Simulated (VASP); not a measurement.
Input of a VASP 6.6.1 run:

The input INCAR:

```
  PREC = Accurate
  ENCUT = 520
  EDIFF = 1E-6
  ISMEAR = 0
  SIGMA = 0.05
  LREAL = F
  LASPH = T
  NELM = 150
  ALGO = Fast
  ISIF = 2
  LWAVE = F
  LCHARG = T
  ISPIN = 2
  MAGMOM = 4 0
  LORBIT = 11
  LMAXMIX = 6
  GGA = PE
  LELF = T
  LVHAR = T
  NBANDS = 26
```

The input KPOINTS:

```
regular mesh
0
Gamma
  10 10 10
```

File POSCAR:

```
PmBi
1.0
    0.0000000000      3.2200000000      3.2200000000
    3.2200000000      0.0000000000      3.2200000000
    3.2200000000      3.2200000000      0.0000000000
Pm Bi
1 1
Direct
    0.5000000000      0.5000000000      0.5000000000
    0.0000000000      0.0000000000      0.0000000000
```

Potentials or basis: VASP PAW PBE potentials, release 64 (Pm, Bi_d).

Run with:

```bash
$ cat potpaw_PBE.64/Pm/POTCAR potpaw_PBE.64/Bi_d/POTCAR > POTCAR
$ mpirun -np 1 vasp_std > vasp.out
```

Q: Estimate the net moment.

A: 4.27 μB per cell.

Q: Predict the pressure.

A: 2.6 GPa.

Caveat: the magnetic or orbital state may not be the lowest. The state reached can hang on the start; a lower one may exist.
